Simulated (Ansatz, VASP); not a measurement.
# One calculation of B, two programs

```
B
1.0
     1.70740    0.00000    0.00000
    -0.85370    1.47865    0.00000
     0.00000    0.00000    3.56021
B
1
Direct
  0.00000 0.00000 0.00000
```

Alike in both runs: task relaxation of cell and atoms; functional PBEsol; k mesh 36 × 36 × 16; occupations gaussian, width 0.1 eV; no spin polarisation.

```csv
,VASP,Ansatz
version,VASP 6.6.1,Ansatz 0.2.0
potentials or method,"VASP PAW PBE potentials, release 64 (B), cutoff 600 eV","scalar-relativistic, plane waves, PAW"
valence electrons in the cell,3,3
```

```csv
,VASP,Ansatz,Ansatz less VASP
"gap on the k mesh at the Fermi level, each at its own relaxed structure (eV)",none,none,-
relaxed volume (Å³/atom),8.92,8.89,-0.028
relaxed cell length with the largest relative difference (Å),3.526,3.518,-0.0087
```

VASP's potentials were made for PBE, not for PBEsol. A gap of «none» marks a metal or a gap that the smearing closes.
